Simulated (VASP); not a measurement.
## AlNi: single point with PBE

Crystal: AlNi.

```
Al Ni
1.0
     2.04281   -2.04281    0.00000
     2.04281    2.04281    0.00000
     0.00000    0.00000    2.90114
Al Ni
1 1
Cartesian
  0.0000 0.0000 0.1125
  2.0428 0.0000 1.4506
```

This cell differs from its parent crystal: all Al atoms moved +0.113 Å, as atom 1 along Cartesian [0 0 1].

```yaml
Program: VASP 6.6.1
Task: single point
Functional: PBE
Potentials_or_basis: VASP PAW PBE potentials, release 64 (Al, Ni)
Cutoff: 520 eV
k_mesh: 20 × 20 × 20
Occupations: gaussian, width 0.15 eV
Spin: no spin polarisation
```

| Item | Value |
| --- | --- |
| Pressure | 0.8 GPa |
| Largest force | 0.641 eV/Å |
| Band gap on the k mesh | zero (an odd number of electrons rules out a gap without spin polarisation) |

Forces in eV/Å, atoms in the order of the input:
```
Al   0.000  0.000 -0.641
Ni   0.000  0.000  0.641
```

Stress tensor (GPa, compression positive):
```
1.13 0.00 0.00
0.00 1.13 0.00
0.00 0.00 0.22
```

Levels at points of the mesh, in eV from the Fermi level:
```tsv
k point	band 5	band 6	band 7	band 8	band 9	band 10
(0.00, 0.00, 0.00)	-1.52	-1.52	5.37	5.51	5.51	8.09
(0.50, 0.00, 0.00)	-2.22	-1.43	-0.63	8.29	9.94	10.02
(0.50, 0.50, 0.00)	-2.01	-2.01	-1.00	1.48	2.43	12.13
(0.00, 0.00, 0.50)	-2.20	-1.44	-0.65	8.30	9.93	9.93
(0.50, 0.00, 0.50)	-2.05	-2.03	-1.00	1.45	2.39	12.20
(0.50, 0.50, 0.50)	-0.97	1.99	1.99	2.04	3.47	4.42
```

It took 4.9 min on 1 thread of Intel Xeon 8259CL, on a shared host, peak memory 0.36 GiB.

Caveat: the cell differs from its parent crystal (all Al atoms moved +0.113 Å, as atom 1 along Cartesian [0 0 1]). Spin polarisation is off, so any magnetic state and its effect on volume and gap are missing.
